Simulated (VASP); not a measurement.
# NbSi (wurtzite type) (P6_3mc) in VASP: relaxation of cell and atoms with PBE

Aim: the relaxation of cell and atoms of NbSi (wurtzite type) with PBE.

Everything below comes from runs of VASP 6.6.1. Logs are shortened: lines on timing, memory, paths and dates and some standing lists are left out, and cuts for length are marked.

### Step 1. The cell of the first run

The structure is hexagonal, space group P6_3mc (No. 186). Conventional cell: a = 4.208 Å, b = 4.208 Å, c = 6.859 Å, α = 90.00°, β = 90.00°, γ = 120.00°. Nb (site symmetry 3m) has 4 Si at 2.57 to 2.58 Å within 3.4 Å. Within 3.4 Å of Si (site symmetry 3m) lie 4 Nb at 2.57 to 2.58 Å.

### Step 2. Relaxation of cell and atoms, PBE

Contents of INCAR:

```
PREC = Accurate
ENCUT = 600
EDIFF = 1E-7
ISMEAR = -1
SIGMA = 0.03
LREAL = F
LASPH = T
NELM = 100
ALGO = Normal
ISIF = 3
LWAVE = F
LCHARG = F
GGA = PE
IBRION = 2
NSW = 100
EDIFFG = -0.005
```

Contents of KPOINTS:

```
Automatic mesh
0
Gamma
  10 10 6
```

Contents of POSCAR:

```
NbSi
1.0
    4.2082776712      0.0000000000      0.0000000000
   -2.1041388356      3.6444753694      0.0000000000
    0.0000000000      0.0000000000      6.8594926041
Nb Si
2 2
Direct
    0.3333333333      0.6666666667      0.0000000000
    0.6666666667      0.3333333333      0.5000000000
    0.3333333333      0.6666666667      0.3760000000
    0.6666666667      0.3333333333      0.8760000000
```

Potentials or basis: VASP PAW PBE potentials, release 64 (Nb_sv, Si).

The run is started by

```console
cat potpaw_PBE.64/Nb_sv/POTCAR potpaw_PBE.64/Si/POTCAR > POTCAR
mpirun -np 1 vasp_std > vasp.out
```

OUTCAR:

```text
PREC = Accurate
   ENCUT = 600
   EDIFF = 1E-7
   ISMEAR = -1
   LREAL = F
   LASPH = T
   NELM = 100
   ISIF = 3
   GGA = PE
   IBRION = 2
   NSW = 100
   EDIFFG = -0.005

 ion  position               nearest neighbor table
   1  0.333  0.667  0.000-   4 2.57   4 2.57   4 2.57   3 2.58
   2  0.667  0.333  0.500-   3 2.57   3 2.57   3 2.57   4 2.58
   3  0.333  0.667  0.376-   2 2.57   2 2.57   2 2.57   1 2.58
   4  0.667  0.333  0.876-   1 2.57   1 2.57   1 2.57   2 2.58

  LATTYP: Found a hexagonal cell.
 ALAT       =     4.2082776712
 C/A-ratio  =     1.6300000000

  Lattice vectors:

 A1 = (   4.2082776712,   0.0000000000,   0.0000000000)
 A2 = (  -2.1041388356,   3.6444753694,   0.0000000000)
 A3 = (   0.0000000000,   0.0000000000,   6.8594926041)

Analysis of symmetry for initial positions (statically):
=====================================================================
 Subroutine PRICEL returns:
 Original cell was already a primitive cell.

 Routine SETGRP: Setting up the symmetry group for a
 hexagonal supercell.

 Subroutine GETGRP returns: Found 12 space group operations
 (whereof  6 operations were pure point group operations)
 out of a pool of 24 trial point group operations.

The static configuration has the point symmetry C_3v.
 The point group associated with its full space group is C_6v.

Analysis of symmetry for dynamics (positions and initial velocities):
=====================================================================
 Subroutine PRICEL returns:
 Original cell was already a primitive cell.

 Routine SETGRP: Setting up the symmetry group for a
 hexagonal supercell.

 Subroutine GETGRP returns: Found 12 space group operations
 (whereof  6 operations were pure point group operations)
 out of a pool of 24 trial point group operations.

The dynamic configuration has the point symmetry C_3v.
 The point group associated with its full space group is C_6v.

 Subroutine INISYM returns: Found 12 space group operations
 (whereof  6 operations are pure point group operations),
 and found     1 'primitive' translations

----------------------------------------------------------------------------------------

                                     Primitive cell

  volume of cell :     105.2038

  direct lattice vectors                    reciprocal lattice vectors
     4.208277671  0.000000000  0.000000000     0.237626905  0.137193958  0.000000000
    -2.104138836  3.644475369  0.000000000     0.000000000  0.274387916  0.000000000
     0.000000000  0.000000000  6.859492604     0.000000000  0.000000000  0.145783378
[... 105 lines left out ...]
   IALGO  =     38    algorithm
   IMIX   =      4    mixing-type and parameters
     AMIX     =   0.40;   BMIX     =  1.00
     AMIX_MAG =   1.60;   BMIX_MAG =  1.00
  volume/ion in A,a.u.               =      26.30       177.49
  Fermi-wavevector in a.u.,A,eV,Ry     =   1.123459  2.123030 17.172740  1.262161
  Thomas-Fermi vector in A             =   2.260126
   LORBIT       =      0    0 simple, 1 ext, 2 COOP (PROOUT), +10 PAW based schemes
   GGA     = PE    functional components
   LHFCALC =     F    Hartree Fock is set to
   AEXX    =    0.0000 exact exchange contribution
   IVDW    =     0    specifies the selected vdW correction
   LEPSILON=     F    determine dielectric tensor
   LRPA    =     F    only Hartree local field effects (RPA)
 conjugate gradient relaxation of ions
 non-spin polarized calculation
  energy-cutoff  :      600.00
  volume of cell :      105.20
 maximum number of plane-waves:      3568
 NGX is ok and might be reduce to    36
   NGX = 17   NGY = 17   NGZ = 27

--------------------------------------- Ionic step        1  -------------------------------------------

 number of electron      34.0000001 magnetization

 Free energy of the ion-electron system (eV)
  ---------------------------------------------------
  ext. energy  EPLUGINS =         0.00000000
  ---------------------------------------------------
  free energy    TOTEN  =       -27.63867267 eV

  energy without entropy =      -27.62346503  energy(sigma->0) =      -27.63106885

------------------------ aborting loop because EDIFF is reached ----------------------------------------

  FORCE on cell =-STRESS in cart. coord.  units (eV):
  Direction    XX          YY          ZZ          XY          YZ          ZX
  --------------------------------------------------------------------------------------
  -------------------------------------------------------------------------------------
  Total       -4.1521224     -4.1521224     -5.7655862     -0.0000000      0.0000000     -0.0000000
  in kB      -63.2338077    -63.2338077    -87.8056878     -0.0000000      0.0000000     -0.0000000
  external PRESSURE =     -71.4244344 kB  Pullay stress =       0.0000000 kB
[... 95 lines left out ...]
  FREE ENERGIE OF THE ION-ELECTRON SYSTEM (eV)
  ---------------------------------------------------
  free  energy   TOTEN  =       -27.9132665546 eV

  energy  without entropy=      -27.9021002162  energy(sigma->0) =      -27.90768339

 E-fermi :   6.1721     XC(G=0):  -9.9232

 val. band max:        6.1644523954   @ k =   0.3000   0.1000   0.3333
 cond. band min:       6.1840554721   @ k =   0.2000   0.2000   0.3333
 fundamental gap:      0.0196030767
 Fermi energy:         6.1721388332

 k-point     1 :       0.0000    0.0000    0.0000
  band No.  band energies     occupation
      1     -48.8720      2.00000
      2     -48.8661      2.00000
      3     -25.0122      2.00000
      4     -24.9647      2.00000
      5     -24.9647      2.00000
      6     -24.9469      2.00000
[... 565 lines left out ...]
     20       7.0109      0.00000
     21       7.2189      0.00000

 [... further k-points ...]

[... ionic steps 4 to 32 ...]

--------------------------------------- Ionic step       33  -------------------------------------------

 number of electron      34.0000003 magnetization

------------------------ aborting loop because EDIFF is reached ----------------------------------------
[... 71 lines left out ...]
--------------------------------------- Ionic step       35  -------------------------------------------

 number of electron      34.0000003 magnetization

 Free energy of the ion-electron system (eV)
  ---------------------------------------------------
  ext. energy  EPLUGINS =         0.00000000
  ---------------------------------------------------
  free energy    TOTEN  =       -30.94040859 eV

  energy without entropy =      -30.92622169  energy(sigma->0) =      -30.93331514

 E-fermi :   7.2400     XC(G=0): -10.3378

 val. band max:        7.2382375925   @ k =   0.4000   0.1000   0.1667
 cond. band min:       7.2491973508   @ k =   0.3000   0.3000   0.3333
 fundamental gap:      0.0109597583
 Fermi energy:         7.2399969806

 k-point     1 :       0.0000    0.0000    0.0000
  band No.  band energies     occupation
      1     -47.7100      2.00000
      2     -47.6877      2.00000
      3     -23.8683      2.00000
      4     -23.8683      2.00000
      5     -23.8386      2.00000
      6     -23.7960      2.00000
[... 598 lines left out ...]
  FREE ENERGIE OF THE ION-ELECTRON SYSTEM (eV)
  ---------------------------------------------------
  free  energy   TOTEN  =       -30.9404085892 eV

  energy  without entropy=      -30.9262216870  energy(sigma->0) =      -30.93331514

 reached required accuracy - stopping structural energy minimisation
```

OSZICAR:

```text
N       E                     dE             d eps       ncg     rms          rms(c)
DAV:   1     0.333631438469E+03    0.33363E+03   -0.18701E+04  2368   0.166E+03
[... 415 lines left out ...]
DAV:   1    -0.309404386390E+02   -0.33697E-04   -0.15183E-03  3080   0.453E-01    0.401E-02
DAV:   2    -0.309404146724E+02    0.23967E-04   -0.17731E-04  3426   0.143E-01    0.141E-02
DAV:   3    -0.309404103793E+02    0.42931E-05   -0.15450E-05  4635   0.341E-02    0.606E-03
DAV:   4    -0.309404095877E+02    0.79162E-06   -0.51427E-06  4052   0.118E-02    0.235E-03
DAV:   5    -0.309404093779E+02    0.20985E-06   -0.72464E-07  3055   0.691E-03    0.250E-03
DAV:   6    -0.309404087217E+02    0.65620E-06   -0.38795E-07  3387   0.459E-03    0.642E-04
DAV:   7    -0.309404085384E+02    0.18331E-06   -0.54144E-08  1381   0.195E-03    0.156E-04
DAV:   8    -0.309404085892E+02   -0.50871E-07   -0.23163E-08  1301   0.169E-03
  35 F= -.30940409E+02 E0= -.30933315E+02  d E =-.107025E-04
```

CONTCAR:

```text
NbSi
   1.00000000000000
     4.4059867449648626    0.0000000000000001   -0.0000000000000000
    -2.2029933724824313    3.8156964498351189    0.0000000000000000
     0.0000000000000000    0.0000000000000000    4.9975862791824541
  Nb              Si
     2     2
Direct
     0.3333333332999970    0.6666666667000030    0.9379996557547908
     0.6666666667000030    0.3333333332999970    0.4379996557547910
     0.3333333332999970    0.6666666667000030    0.4380003442452067
     0.6666666667000030    0.3333333332999970    0.9380003442452068

  0.00000000E+00  0.00000000E+00  0.00000000E+00
  0.00000000E+00  0.00000000E+00  0.00000000E+00
  0.00000000E+00  0.00000000E+00  0.00000000E+00
  0.00000000E+00  0.00000000E+00  0.00000000E+00
```

Run time: 55 min. Hardware: 1 thread of Intel Xeon Platinum 8488C (Sapphire Rapids), shared host; peak memory 0.37 GiB.

Results:

```
Free energy                            : -30.9404 eV
Relaxed volume                         : 21.00 Å³/atom
Relaxed cell                           : a = 4.406 Å, b = 4.406 Å, c = 4.998 Å, α = 90.00°, β = 90.00°, γ = 120.00°
Space group after relaxing (to 0.05 Å) : P6_3/mmc (No. 194)
Energy gained by relaxing              : 825.4 meV/atom
Ionic steps                            : 35
Pressure after relaxing                : 0.0 GPa
Band gap on the k mesh                 : zero (band 17 reaches 8.50 eV, above the bottom of band 18 at 6.68 eV)
```

The path:
| step | energy change (eV) | largest force (eV/Å) | pressure (GPa) | volume (Å³) |
| --- | --- | --- | --- | --- |
| 1 | 0.0000 | 0.1812 | -7.14 | 105.20 |
| 2 | -0.1670 | 0.5580 | 6.60 | 88.33 |
| 3 | -0.2746 | 0.3789 | 0.35 | 94.32 |
| 4 | -0.3361 | 0.4654 | 0.44 | 93.98 |
| 5 | -0.6338 | 0.8717 | 0.25 | 92.76 |
| 6 | -1.7685 | 2.2476 | -1.59 | 89.48 |
| 7 | 0.2083 | 2.0552 | 25.17 | 79.30 |
| 8 | -1.7239 | 4.0161 | 1.19 | 87.85 |
| 9 | -2.2709 | 4.3625 | 5.84 | 83.99 |
| 10 | -2.1801 | 4.0822 | 7.90 | 83.18 |
| 11 | -2.2399 | 4.2593 | 6.73 | 83.62 |
| 12 | -2.2418 | 4.2369 | 6.75 | 83.61 |
| 13 | -2.2469 | 4.1685 | 6.83 | 83.59 |
| 14 | -2.2540 | 4.0273 | 6.96 | 83.54 |
| 15 | -2.2549 | 3.7246 | 7.30 | 83.44 |
| 16 | -2.2565 | 3.8464 | 7.16 | 83.48 |
| 17 | -2.2645 | 3.8269 | 7.11 | 83.49 |
| 18 | -2.2882 | 3.7691 | 6.94 | 83.53 |
| 19 | -2.3345 | 3.6550 | 6.62 | 83.61 |
| 20 | -2.4230 | 3.4329 | 5.98 | 83.76 |
| 21 | -2.5835 | 3.0125 | 4.75 | 84.07 |
| 22 | -2.8441 | 2.2592 | 2.54 | 84.68 |
| 23 | -3.1582 | 1.0709 | -0.99 | 85.88 |
| 24 | -3.2064 | 0.3650 | -5.22 | 88.19 |
| 25 | -3.2586 | 0.0530 | -3.97 | 87.32 |
| 26 | -3.2600 | 0.1600 | -3.66 | 87.13 |
| 27 | -3.2700 | 0.1362 | -3.21 | 86.72 |
| 28 | -3.2919 | 0.0631 | -1.81 | 85.49 |
| 29 | -3.2975 | 0.0922 | 1.30 | 83.07 |
| 30 | -3.3016 | 0.0281 | 0.00 | 84.04 |
| 31 | -3.3016 | 0.0321 | 0.08 | 83.97 |
| 32 | -3.3016 | 0.0253 | 0.06 | 83.98 |
| 33 | -3.3017 | 0.0102 | 0.04 | 83.98 |
| 34 | -3.3017 | 0.0067 | 0.02 | 83.99 |
| 35 | -3.3017 | 0.0001 | -0.01 | 84.02 |

Final structure:
```
Nb Si
1.0
     4.40599    0.00000    0.00000
    -2.20299    3.81570    0.00000
     0.00000    0.00000    4.99759
Nb Si
2 2
Direct
  0.33333 0.66667 0.93800
  0.66667 0.33333 0.43800
  0.33333 0.66667 0.43800
  0.66667 0.33333 0.93800
```

Levels at points of the mesh, in eV from the Fermi level:
| k point | band 14 | band 15 | band 16 | band 17 | band 18 | band 19 | band 20 | band 21 |
| --- | --- | --- | --- | --- | --- | --- | --- | --- |
| (0.00, 0.00, 0.00) | -2.33 | -2.06 | -1.02 | -1.02 | -0.18 | 1.47 | 1.47 | 2.98 |
| (0.50, 0.00, 0.00) | -1.80 | -1.65 | -1.58 | -0.33 | -0.28 | 0.88 | 1.05 | 2.17 |
| (0.00, 0.00, 0.50) | -2.94 | -2.94 | -2.94 | 1.26 | 1.26 | 1.26 | 1.26 | 3.83 |
| (0.50, 0.00, 0.50) | -2.25 | -2.13 | -2.13 | 0.19 | 0.19 | 0.74 | 0.74 | 2.52 |

Caveat: the volume moved by over 15 % at a fixed basis, so the end points are rough.
